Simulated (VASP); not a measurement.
Input of a VASP 6.6.1 run:

INCAR

```
SYSTEM = FeO
PREC = Accurate
ENCUT = 520
EDIFF = 1E-7
ISMEAR = 0
SIGMA = 0.1
LREAL = .FALSE.
LASPH = .TRUE.
NELM = 150
ALGO = Normal
ISIF = 2
LWAVE = .FALSE.
LCHARG = .FALSE.
ISPIN = 2
MAGMOM = 3.76 0.37
LORBIT = 11
LMAXMIX = 4
GGA = PS
NBANDS = 18
```

File KPOINTS:

```
Automatic mesh
0
G
  18 18 18
  0 0 0
```

The input POSCAR:

```
FeO
1.0
    0.0000000000      2.1229490287      2.1229490287
    2.1229490287      0.0000000000      2.1229490287
    2.1229490287      2.1229490287      0.0000000000
Fe O
1 1
Direct
    0.0000000000      0.0000000000      0.0000000000
    0.5000000000      0.5000000000      0.5000000000
```

Potentials or basis: VASP PAW PBE potentials, release 64 (Fe, O).

Launch:

```bash
$ cat potpaw_PBE.64/Fe/POTCAR potpaw_PBE.64/O/POTCAR > POTCAR
$ mpirun -np 1 vasp_std > vasp.out
```

Task: What does it give for the band gap on the k mesh?

Result: Zero (filled and empty bands overlap).

Task: What does it give for the pressure?

Result: 0.4 GPa.

Task: Predict the site moments.

Result: Fe +3.60; O +0.31 μB.

Task: Estimate the net moment.

Result: 4.00 μB per cell.

Caveat: the PAW data sets were made with another functional, which shifts forces and pressure a little; a cell with one magnetic atom can't hold antiferromagnetic order, which such compounds often take; semilocal functionals often make such compounds metallic where correlation or magnetic order opens a gap, which also shifts bond lengths.

**What was measured.**

From “W\"ustite: Electric, thermodynamic and optical properties of FeO”, 2012, arxiv:1203.1201, for a bulk crystal of FeO: band gap 2.4 eV (optical).

A measured gap of FeO is 2.4 eV (optical; quoted in “W\"ustite: Electric, thermodynamic and optical properties of FeO”, 2012, arxiv:1203.1201); the calculated 0.00 eV misses it by -2.40 eV. So large a miss can be the level of theory's own, or it may mean another phase, state or a wrong row. The value is that of PBEsol on a finite k mesh, which can miss the band edges, without temperature or zero-point motion. Semilocal functionals fall short of measured gaps as a rule. The run's magnetic order (collinear spin, ferromagnetic start) needn't be the measured crystal's.
